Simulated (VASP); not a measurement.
# InTe4W (P4/mmm) in VASP: single point with PBE

Aim: the single point of InTe4W with PBE.

All numbers are computed with VASP 6.6.1; they aren't measurements. Logs are shortened: lines on timing, memory, paths and dates and some standing lists are left out, and cuts for length are marked.

**1. The cell of the first run**

Symmetry: P4/mmm, No. 123, tetragonal system. Conventional cell: a = 8.858 Å, b = 8.858 Å, c = 2.913 Å, α = 90.00°, β = 90.00°, γ = 90.00°. Within 3.8 Å of In (site symmetry 4/mmm) lie 2 In at 2.91 Å and 8 Te at 3.33 Å. Within 3.8 Å of Te (site symmetry m2m) lie 3 Te at 2.87 to 2.91 Å and 2 In at 3.33 Å. Within 3.8 Å of W (site symmetry 4/mmm) lie 2 W at 2.91 Å.

**2. Single point, PBE**

INCAR reads:

```
ALGO     = Normal         # electronic algorithm
EDIFF    = 1E-6           # SCF threshold, eV
ENCUT    = 500            # plane-wave cutoff, eV
GGA      = PE             # functional
GGA_COMPAT= False        
ISIF     = 2              # what is computed and relaxed
ISMEAR   = -4             # smearing method
LASPH    = True           # aspherical terms in the spheres
LCHARG   = False          # write CHGCAR
LREAL    = False          # projectors in reciprocal space
LWAVE    = False          # write WAVECAR
NBANDS   = 34             # bands
NELM     = 120            # most SCF steps
PREC     = Accurate       # precision mode
SIGMA    = 0.1            # smearing width, eV
```

KPOINTS reads:

```
k-points
0
Gamma
  6 6 10
```

POSCAR reads:

```
InTe4W
1.0
    8.8578367122      0.0000000000      0.0000000000
    0.0000000000      8.8578367122      0.0000000000
    0.0000000000      0.0000000000      2.9126566347
In Te W
1 4 1
Direct
    0.0000000000      0.0000000000      0.5000000000
    0.3379690379      0.0000000000      0.0000000000
    0.6620309621      0.0000000000      0.0000000000
    0.0000000000      0.3379690379      0.0000000000
    0.0000000000      0.6620309621      0.0000000000
    0.5000000000      0.5000000000      0.0000000000
```

Potentials or basis: VASP PAW PBE potentials, release 64 (In_d, Te, W_sv).

Run with:

```bash
> cat potpaw_PBE.64/In_d/POTCAR potpaw_PBE.64/Te/POTCAR potpaw_PBE.64/W_sv/POTCAR > POTCAR
> mpirun -np 1 vasp_std > vasp.out
```

OUTCAR:

```text
EDIFF = 1E-6
   ENCUT = 500
   GGA = PE
   ISIF = 2
   ISMEAR = -4
   LASPH = True
   LREAL = False
   NELM = 120
   PREC = Accurate

 ion  position               nearest neighbor table
   1  0.000  0.000  0.500-   2 3.33   3 3.33   4 3.33   5 3.33   2 3.33   3 3.33   4 3.33   5 3.33

   2  0.338  0.000  0.000-   3 2.87   1 3.33   1 3.33
   3  0.662  0.000  0.000-   2 2.87   1 3.33   1 3.33
   4  0.000  0.338  0.000-   5 2.87   1 3.33   1 3.33
   5  0.000  0.662  0.000-   4 2.87   1 3.33   1 3.33
   6  0.500  0.500  0.000-

  LATTYP: Found a simple tetragonal cell.
 ALAT       =     8.8578367122
 C/A-ratio  =     0.3288225703

  Lattice vectors:

 A1 = (   8.8578367122,   0.0000000000,   0.0000000000)
 A2 = (   0.0000000000,   8.8578367122,   0.0000000000)
 A3 = (   0.0000000000,   0.0000000000,   2.9126566347)

Analysis of symmetry for initial positions (statically):
=====================================================================
 Subroutine PRICEL returns:
 Original cell was already a primitive cell.

 Routine SETGRP: Setting up the symmetry group for a
 simple tetragonal supercell.

 Subroutine GETGRP returns: Found 16 space group operations
 (whereof 16 operations were pure point group operations)
 out of a pool of 16 trial point group operations.

The static configuration has the point symmetry D_4h.

Analysis of symmetry for dynamics (positions and initial velocities):
=====================================================================
 Subroutine PRICEL returns:
 Original cell was already a primitive cell.

 Routine SETGRP: Setting up the symmetry group for a
 simple tetragonal supercell.

 Subroutine GETGRP returns: Found 16 space group operations
 (whereof 16 operations were pure point group operations)
 out of a pool of 16 trial point group operations.

The dynamic configuration has the point symmetry D_4h.

 Subroutine INISYM returns: Found 16 space group operations
 (whereof 16 operations are pure point group operations),
 and found     1 'primitive' translations

----------------------------------------------------------------------------------------

                                     Primitive cell

  volume of cell :     228.5307

  direct lattice vectors                    reciprocal lattice vectors
     8.857836712  0.000000000  0.000000000     0.112894382  0.000000000  0.000000000
     0.000000000  8.857836712  0.000000000     0.000000000  0.112894382  0.000000000
     0.000000000  0.000000000  2.912656635     0.000000000  0.000000000  0.343329175

  length of vectors
     8.857836712  8.857836712  2.912656635     0.112894382  0.112894382  0.343329175

  position of ions in fractional coordinates (direct lattice)
     0.000000000  0.000000000  0.500000000
     0.337969038  0.000000000  0.000000000
     0.662030962  0.000000000  0.000000000
     0.000000000  0.337969038  0.000000000
     0.000000000  0.662030962  0.000000000
     0.500000000  0.500000000  0.000000000

  ion indices of the primitive-cell ions
   primitive index   ion index
                 1           1
                 2           2
                 3           3
                 4           4
                 5           5
                 6           6

----------------------------------------------------------------------------------------

 KPOINTS: k-points

Automatic generation of k-mesh.
 Grid dimensions read from file:
 generate k-points for:    6    6   10

 Generating k-lattice:

  Cartesian coordinates                     Fractional coordinates (reciprocal lattice)
     0.018815730  0.000000000  0.000000000     0.166666667  0.000000000  0.000000000
     0.000000000  0.018815730  0.000000000     0.000000000  0.166666667  0.000000000
     0.000000000  0.000000000  0.034332918     0.000000000  0.000000000  0.100000000

  Length of vectors
     0.018815730  0.018815730  0.034332918

  Shift w.r.t. Gamma in fractional coordinates (k-lattice)
     0.000000000  0.000000000  0.000000000

 TETIRR: Found    540 inequivalent tetrahedra from     2160

 Subroutine IBZKPT returns following result:
 ===========================================

 Found     60 irreducible k-points:

 Following reciprocal coordinates:
            Coordinates               Weight
  0.000000  0.000000  0.000000      1.000000
  0.166667  0.000000  0.000000      4.000000
  0.333333  0.000000  0.000000      4.000000
  0.500000  0.000000  0.000000      2.000000
  0.166667  0.166667  0.000000      4.000000
  0.333333  0.166667  0.000000      8.000000
[... 16 lines left out ...]
  0.333333  0.000000  0.200000      8.000000
  0.500000  0.000000  0.200000      4.000000
 [... further k-points ...]
   k-points           NKPTS =     60   k-points in BZ     NKDIM =     60   number of bands    NBANDS=     34
   number of dos      NEDOS =    301   number of ions     NIONS =      6
   total plane-waves  NPLWV = 117600
   dimension x,y,z NGX =    70 NGY =   70 NGZ =   24
   dimension x,y,z NGXF=   140 NGYF=  140 NGZF=   48
   ions per type =               1   4   1
   NGX,Y,Z   is equivalent  to a cutoff of  13.14, 13.14, 13.70 a.u.
   NGXF,Y,Z  is equivalent  to a cutoff of  26.28, 26.28, 27.40 a.u.
 SYSTEM =  unknown system
   PREC   = accura    normal or accurate (medium, high low for compatibility)
   ISTART =      0    job   : 0-new  1-cont  2-samecut
   ICHARG =      2    charge: 1-file 2-atom 10-const
   ISPIN  =      1    spin polarized calculation?
   LNONCOLLINEAR =      F non collinear calculations
   LSORBIT =      F    spin-orbit coupling
   LASPH  =      T    aspherical Exc in radial PAW
   ENCUT  =  500.0 eV  36.75 Ry    6.06 a.u.  16.15 16.15  5.31*2*pi/ulx,y,z
   NELM   =    120;   NELMIN=  2; NELMDL= -5     # of ELM steps
   EDIFF  = 0.1E-05   stopping-criterion for ELM
   LREAL  =      F    real-space projection
   EDIFFG = 0.1E-04   stopping-criterion for IOM
   NSW    =      0    number of steps for IOM
   IBRION =     -1    ionic relax: 0-MD 1-quasi-New 2-CG
   NFREE  =      0    steps in history (QN), initial steepest desc. (CG)
   ISIF   =      2    stress and relaxation
   ISYM   =      2    0-nonsym 1-usesym 2-fastsym
   POTIM  = 0.5000    time-step for ionic-motion
   TEBEG  =    0.0;   TEEND  =   0.0 temperature during run
   PSTRESS=    0.0 pullay stress
   NELECT =      51.0000    total number of electrons
   NUPDOWN=      -1.0000    fix difference up-down
   EMIN   =  10.00;   EMAX   =-10.00  energy-range for DOS
   EFERMI =   0.00;   METHOD = LEGACY
   ISMEAR =    -4;   SIGMA  =   0.10  broadening in eV -4-tet -1-fermi 0-gaus
   EFERMI_NEDOS =   21; number of points for ismear=-14 and -15
   IALGO  =     38    algorithm
   IMIX   =      4    mixing-type and parameters
     AMIX     =   0.40;   BMIX     =  1.00
     AMIX_MAG =   1.60;   BMIX_MAG =  1.00
  volume/ion in A,a.u.               =      38.09       257.03
  Fermi-wavevector in a.u.,A,eV,Ry     =   0.993002  1.876501 13.416058  0.986052
  Thomas-Fermi vector in A             =   2.124853
   LORBIT       =      0    0 simple, 1 ext, 2 COOP (PROOUT), +10 PAW based schemes
   GGA     = PE    functional components
   LHFCALC =     F    Hartree Fock is set to
   AEXX    =    0.0000 exact exchange contribution
   IVDW    =     0    specifies the selected vdW correction
   LEPSILON=     F    determine dielectric tensor
   LRPA    =     F    only Hartree local field effects (RPA)
 non-spin polarized calculation
 Fermi weights with tetrahedron method witout Bloechl corrections
  energy-cutoff  :      500.00
  volume of cell :      228.53
 maximum number of plane-waves:      5824
 NGX is ok and might be reduce to    70
   NGX = 33   NGY = 33   NGZ = 11

 number of electron      50.9999997 magnetization

 Free energy of the ion-electron system (eV)
  ---------------------------------------------------
  ext. energy  EPLUGINS =         0.00000000
  ---------------------------------------------------
  free energy    TOTEN  =       -19.89017628 eV

  energy without entropy =      -19.89017628  energy(sigma->0) =      -19.89017628

 E-fermi :   4.0268     XC(G=0):  -8.4608

 val. band max:        4.2533868169   @ k =   0.5000   0.5000   0.4000
 cond. band min:       3.8958498404   @ k =   0.0000   0.0000   0.3000
 fundamental gap:     -0.3575369765
 Fermi energy:         4.0268490551

 k-point     1 :       0.0000    0.0000    0.0000
  band No.  band energies     occupation
      1     -70.3305      2.00000
      2     -34.5838      2.00000
      3     -34.5838      2.00000
      4     -33.9341      2.00000
      5     -11.1488      2.00000
      6     -10.7440      2.00000
[... 26 lines left out ...]
     33       8.7487      0.00000
     34       8.7487      0.00000

 k-point     2 :       0.1667    0.0000    0.0000
  band No.  band energies     occupation
      1     -70.3306      2.00000
      2     -34.5838      2.00000
      3     -34.5838      2.00000
      4     -33.9341      2.00000
      5     -11.1488      2.00000
      6     -10.7423      2.00000
[... 26 lines left out ...]
     33       8.3987      0.00000
     34       8.8171      0.00000

 k-point     3 :       0.3333    0.0000    0.0000
  band No.  band energies     occupation
      1     -70.3306      2.00000
      2     -34.5838      2.00000
      3     -34.5838      2.00000
      4     -33.9341      2.00000
      5     -11.1487      2.00000
      6     -10.7388      2.00000
[... 26 lines left out ...]
     33       8.2533      0.00000
     34       9.0296      0.00000

 k-point     4 :       0.5000    0.0000    0.0000
  band No.  band energies     occupation
      1     -70.3306      2.00000
      2     -34.5838      2.00000
      3     -34.5838      2.00000
      4     -33.9341      2.00000
      5     -11.1487      2.00000
      6     -10.7370      2.00000
[... 26 lines left out ...]
     33       8.2231      0.00000
     34       9.1319      0.00000

 k-point     5 :       0.1667    0.1667    0.0000
  band No.  band energies     occupation
      1     -70.3306      2.00000
      2     -34.5838      2.00000
      3     -34.5838      2.00000
      4     -33.9341      2.00000
      5     -11.1487      2.00000
      6     -10.7405      2.00000
[... 621 lines left out ...]
 k-point    22 :       0.1667    0.0000    0.2000
  band No.  band energies     occupation
      1     -70.3219      2.00000
      2     -34.5682      2.00000
      3     -34.5682      2.00000
      4     -34.0973      2.00000
      5     -10.8577      2.00000
      6     -10.7002      2.00000
[... 26 lines left out ...]
     33       7.9901      0.00000
     34       8.3655      0.00000

 k-point    23 :       0.3333    0.0000    0.2000
  band No.  band energies     occupation
      1     -70.3219      2.00000
      2     -34.5682      2.00000
      3     -34.5682      2.00000
      4     -34.0973      2.00000
      5     -10.8576      2.00000
      6     -10.6987      2.00000
[... 26 lines left out ...]
     33       7.4753      0.00000
     34       7.9487      0.00000

 k-point    24 :       0.5000    0.0000    0.2000
  band No.  band energies     occupation
      1     -70.3219      2.00000
      2     -34.5682      2.00000
      3     -34.5682      2.00000
      4     -34.0973      2.00000
      5     -10.8576      2.00000
      6     -10.6979      2.00000
[... 26 lines left out ...]
     33       7.0243      0.00000
     34       7.3322      0.00000

 [... further k-points ...]
[... 5 lines left out ...]
  --------------------------------------------------------------------------------------
  -------------------------------------------------------------------------------------
  Total       -0.1099415     -0.1099415      0.6930759      0.0000000     -0.0000000      0.0000000
  in kB       -0.7707748     -0.7707748      4.8589987      0.0000000     -0.0000000      0.0000000
  external PRESSURE =       1.1058164 kB  Pullay stress =       0.0000000 kB

 VOLUME and BASIS-vectors are now :
 -----------------------------------------------------------------------------
  energy-cutoff  :      500.00
  volume of cell :      228.53
      direct lattice vectors                 reciprocal lattice vectors
     8.857836712  0.000000000  0.000000000     0.112894382  0.000000000  0.000000000
     0.000000000  8.857836712  0.000000000     0.000000000  0.112894382  0.000000000
     0.000000000  0.000000000  2.912656635     0.000000000  0.000000000  0.343329175

 POSITION                                       TOTAL-FORCE (eV/Angst)
 -----------------------------------------------------------------------------------
      0.00000      0.00000      1.45633         0.000000      0.000000      0.000000
      2.99367      0.00000      0.00000        -0.003932     -0.000000     -0.000000
      5.86416      0.00000      0.00000         0.003932      0.000000      0.000000
      0.00000      2.99367      0.00000         0.000000     -0.003932      0.000000
      0.00000      5.86416      0.00000         0.000000      0.003932     -0.000000
      4.42892      4.42892      0.00000         0.000000      0.000000      0.000000
 -----------------------------------------------------------------------------------
    total drift:                                0.000000      0.000000      0.000000

  FREE ENERGIE OF THE ION-ELECTRON SYSTEM (eV)
  ---------------------------------------------------
  free  energy   TOTEN  =       -19.8901762839 eV

  energy  without entropy=      -19.8901762839  energy(sigma->0) =      -19.89017628
```

Wall time 11 min (1 thread of Oxide Virtual Turin-like, shared host); peak memory 0.58 GiB.

What came out:

| Quantity | Value |
| --- | --- |
| Free energy | -19.8902 eV |
| Pressure | 0.1 GPa |
| Largest force | 0.004 eV/Å |
| Band gap on the k mesh | zero (an odd number of electrons rules out a gap without spin polarisation) |

Forces in eV/Å, atoms in the order of the input:
```
In   0.000  0.000  0.000
Te  -0.004  0.000  0.000
Te   0.004  0.000  0.000
Te   0.000 -0.004  0.000
Te   0.000  0.004  0.000
W    0.000  0.000  0.000
```

Levels at points of the mesh, in eV from the Fermi level:
| k point | band 21 | band 22 | band 23 | band 24 | band 25 | band 26 | band 27 | band 28 | band 29 | band 30 |
| --- | --- | --- | --- | --- | --- | --- | --- | --- | --- | --- |
| (0.00, 0.00, 0.00) | -1.87 | -1.87 | -1.15 | -0.89 | -0.22 | -0.08 | 2.13 | 2.13 | 2.78 | 2.78 |
| (0.50, 0.00, 0.00) | -1.73 | -1.33 | -0.67 | -0.15 | -0.07 | 1.09 | 1.79 | 2.13 | 2.13 | 2.41 |
| (0.50, 0.50, 0.00) | -1.93 | -0.54 | -0.22 | -0.06 | 0.37 | 1.66 | 2.04 | 2.04 | 2.13 | 2.13 |
| (0.00, 0.00, 0.50) | -1.17 | -1.17 | -0.79 | -0.79 | -0.19 | 0.45 | 0.54 | 0.69 | 0.90 | 1.22 |
| (0.50, 0.00, 0.50) | -1.17 | -1.15 | -0.93 | -0.83 | -0.26 | 0.26 | 0.52 | 0.70 | 0.72 | 0.76 |
| (0.50, 0.50, 0.50) | -1.32 | -1.26 | -1.16 | -1.16 | -0.42 | 0.55 | 0.61 | 0.61 | 0.70 | 0.78 |

Caveat: spin-orbit coupling is left out, which moves the levels of the heavy elements; an odd number of electrons without spin polarisation forces a metal; a magnetic or distorted state may lie lower; tetrahedron occupations give inexact forces and stress in metals.
